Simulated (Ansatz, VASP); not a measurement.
## One calculation of Ti2W, two programs

```
Ti W
1.0
     2.85451    0.00000    0.00000
    -1.42726    2.47208    0.00000
     0.00000    0.00000   14.29775
Ti W
4 2
Direct
  0.33333 0.66667 0.50000
  0.66667 0.33333 0.00000
  0.66667 0.33333 0.33272
  0.66667 0.33333 0.66728
  0.33333 0.66667 0.83388
  0.33333 0.66667 0.16612
```

Alike in both runs: functional PBE; k mesh 6 × 6 × 2; occupations gaussian, width 0.1 eV; no spin polarisation.

Ansatz relaxed the structure, and its values are those at the end. VASP's run is a single point on that final structure, the one shown.

|  | VASP | Ansatz |
| --- | --- | --- |
| version | VASP 6.6.1 | Ansatz 0.2.0 |
| potentials or method | VASP PAW PBE potentials, release 64 (Ti_sv, W_sv), cutoff 520 eV | scalar-relativistic, plane waves, PAW |
| valence electrons in the cell | 76 | 76 |

|  | VASP | Ansatz | Ansatz less VASP |
| --- | --- | --- | --- |
| gap on the k mesh at the Fermi level (eV) | none | none | - |
| pressure (GPa) | -0.1 | 0.0 | +0.13 |

A gap of «none» marks a metal or a gap that the smearing closes. The functional is the same, so the differences come from potentials, cutoffs and numerics.

The k mesh is coarse, so the values compare programs but aren't converged. Spin-orbit coupling is off throughout.
